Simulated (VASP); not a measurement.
Write the native input for VASP 6.6.1 that does the following.

| Property | Result |
| --- | --- |
| Task | relaxation of cell and atoms |
| Functional | PBE |
| Potentials or basis | VASP PAW PBE potentials, release 64 (Cd) |
| Cutoff | 500 eV |
| k mesh | 12 × 12 × 12 |
| Occupations | fermi-dirac, width 0.1 eV |
| Spin | no spin polarisation |
| Target pressure | 20 GPa |
| Dipole correction | no |
| Further INCAR settings | ALGO = Normal; EDIFF = 1e-07; IBRION = 2; EDIFFG = -0.03; NSW = 60; ISIF = 3 |

The structure of Cd lies in POSCAR:

```
Cd
1.0
    0.0000000000      3.0400000000      3.0400000000
    3.0400000000      0.0000000000      3.0400000000
    3.0400000000      3.0400000000      0.0000000000
Cd
2
Direct
    1.0000000000      1.0000000000      1.0000000000
    0.2500000000      0.2500000000      0.2500000000
```

This isn't the form of Cd at room conditions, which is hcp.

These files were run (other wordings do the same):

INCAR

```
SYSTEM = Cd
PREC = Accurate ; ENCUT = 500
EDIFF = 1E-7 ; ISMEAR = -1
SIGMA = 0.1 ; LREAL = .FALSE.
LASPH = .TRUE. ; NELM = 120
ALGO = Normal ; ISIF = 3
LWAVE = .FALSE. ; LCHARG = .FALSE.
GGA = PE ; IBRION = 2
NSW = 60 ; EDIFFG = -0.03
PSTRESS = 200.0 ; GGA_COMPAT = .FALSE.
NELMIN = 4
```

KPOINTS

```
regular mesh
0
G
  12 12 12
  0 0 0
```

Potentials or basis: VASP PAW PBE potentials, release 64 (Cd).

Run with:

```console
$ cat potpaw_PBE.64/Cd/POTCAR > POTCAR
$ mpirun -np 1 vasp_std > vasp.out
```

It gave:

The relaxed volume is 25.06 Å³/atom and the relaxed cell is a = 4.139 Å, b = 4.139 Å, c = 4.139 Å, α = 60.00°, β = 60.00°, γ = 60.00°. The space group after relaxing (to 0.1 Å) is Fd-3m (No. 227), the energy change on relaxing (the run minimises the enthalpy) is +278.2 meV/atom and the ionic steps are 4. The pressure after relaxing is 19.9 GPa and the band gap on the k mesh is zero (bands 12 and 13 overlap by 7.28 eV).

Caveat: the cell is relaxed towards a set pressure, so the run minimises the enthalpy, not the energy.

Run time: 53 s on 1 thread of Intel(R) Xeon(R) 6975P-C (Granite Rapids), with other jobs on the host, peak memory 0.22 GiB.
